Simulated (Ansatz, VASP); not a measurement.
# One calculation of Hf2NbN2, two programs

```xyz
5
Lattice="-2.7179 2.6207 2.6440 2.7179 -2.6207 2.6440 2.7179 2.6207 -2.6440" Properties=species:S:1:pos:R:3 pbc="T T T"
Hf    4.0813    0.0000    0.0000
Hf    1.3546    0.0000    0.0000
Nb    0.0000    0.0000    2.6440
N     0.6700    2.6207    0.0000
N     2.0479    0.0000    2.6440
```

Alike in both runs: functional PBE; k mesh 6 × 6 × 6; occupations gaussian, width 0.1 eV; no spin polarisation.

Ansatz relaxed the structure, and its values are those at the end. VASP's run is a single point on that final structure, the one shown.

|  | VASP | Ansatz |
| --- | --- | --- |
| version | VASP 6.6.1 | Ansatz 0.2.0 |
| potentials or method | VASP PAW PBE potentials, release 64 (Hf_pv, Nb_sv, N), cutoff 520 eV | scalar-relativistic, plane waves, PAW |
| valence electrons in the cell | 43 | 75 |

```csv
,VASP,Ansatz,Ansatz less VASP
gap on the k mesh at the Fermi level (eV),none,none,-
pressure (GPa),-0.8,0.0,+0.84
rms of the force components (eV/Å),0.046,0.005,-0.0412
```

A gap of «none» marks a metal or a gap that the smearing closes. VASP's potentials hold 43 valence electrons a cell and Ansatz's 75, so a difference there can come from the potentials and not from the codes.

Neither program's run includes spin-orbit coupling.
